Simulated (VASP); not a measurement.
Runs of VASP 6.6.1 on Ge. The structure is that of space group Imma (No. 74), or close to it. The cells are those of the table. 

| level | cell | k mesh | cutoff (eV) | smearing | gap on the mesh (eV) | pressure (GPa) | largest force (eV/Å) |
| --- | --- | --- | --- | --- | --- | --- | --- |
| PBE+D3(BJ) | a = 3.914 Å, angles 100.8, 94.7, 136.9°, 2 atoms | 4 × 4 × 4 | 500 | gaussian 0.1 eV | none | -2.6 | 0.23 |
| PBE | a = 3.914 Å, angles 100.8, 94.7, 136.9°, 2 atoms | 2 × 2 × 2, shifted | 500 | gaussian 0.1 eV | none | -0.7 | 0.25 |
| PBE | a = 3.914 Å, angles 100.8, 94.7, 136.9°, 2 atoms | 4 × 1 × 2 | 500 | methfessel-paxton 0.026 eV | none | (a) | 0.58 |
| PBE | a = 3.914 Å, angles 100.8, 94.7, 136.9°, 2 atoms | 3 × 3 × 2 | 520 | gaussian 0.1 eV | none | (b) | 0.02 |
| PBE | a = 3.649 Å, angles 100.8, 94.7, 136.9°, 2 atoms | 5 × 5 × 4 | 500 | gaussian 0.1 eV | none | 26.7 | (c) |

Alike in all rows: task single point; potentials or basis VASP PAW PBE potentials, release 64 (Ge_d); no spin polarisation.

Q: Fill in the values left out.

A: (a) 15.0; (b) -0.4; (c) 0.09.

Caveats: all runs use coarse meshes; pairwise dispersion overbinds metals, which lowers pressure and volume (some runs).

A k mesh can miss the band edges, and the runs leave out spin-orbit coupling on Ge.

A gap of «none» marks levels without a gap at the run's occupations.
